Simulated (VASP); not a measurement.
Input of a VASP 6.6.1 run:

INCAR

```
ALGO = Normal
EDIFF = 1E-6
ENCUT = 520
GGA = PE
ISIF = 2
ISMEAR = 0
LASPH = True
LCHARG = True
LELF = True
LREAL = False
LVHAR = True
LWAVE = False
NBANDS = 16
NELM = 100
PREC = Accurate
SIGMA = 0.02
```

File KPOINTS:

```
k-points
0
Gamma
  8 8 8
```

Contents of POSCAR:

```
GaP
1.0
    0.0000000000      2.7252500000      2.7252500000
    2.7252500000      0.0000000000      2.7252500000
    2.7252500000      2.7252500000      0.0000000000
Ga P
1 1
Direct
    0.0000000000      0.0000000000      0.0000000000
    0.7500000000      0.7500000000      0.7500000000
```

Potentials or basis: VASP PAW PBE potentials, release 64 (Ga_d, P).

Launch:

```bash
$ cat potpaw_PBE.64/Ga_d/POTCAR potpaw_PBE.64/P/POTCAR > POTCAR
$ mpirun -np 1 vasp_std > vasp.out
```

Q: What does it give for the band gap on the k mesh?

A: 1.64 eV, indirect (least direct gap 1.83 eV).

Q: What does it give for the pressure?

A: 2.4 GPa.

**What was measured.**

“Stacking defects in GaP nanowires: Electronic structure and optical properties”, 2018, arxiv:1810.01194 quotes, for a bulk crystal of GaP at 10 K: band gap 2.34 eV (indirect).

Measured gap of GaP: 2.34 eV (indirect; 10 K; quoted in “Stacking defects in GaP nanowires: Electronic structure and optical properties”, 2018, arxiv:1810.01194). This calculation gives 1.64 eV (-0.70 eV). Spin-orbit coupling on Ga is left out. The value is that of PBE on a finite k mesh, which can miss the band edges, without temperature or zero-point motion. Semilocal functionals fall short of measured gaps as a rule.
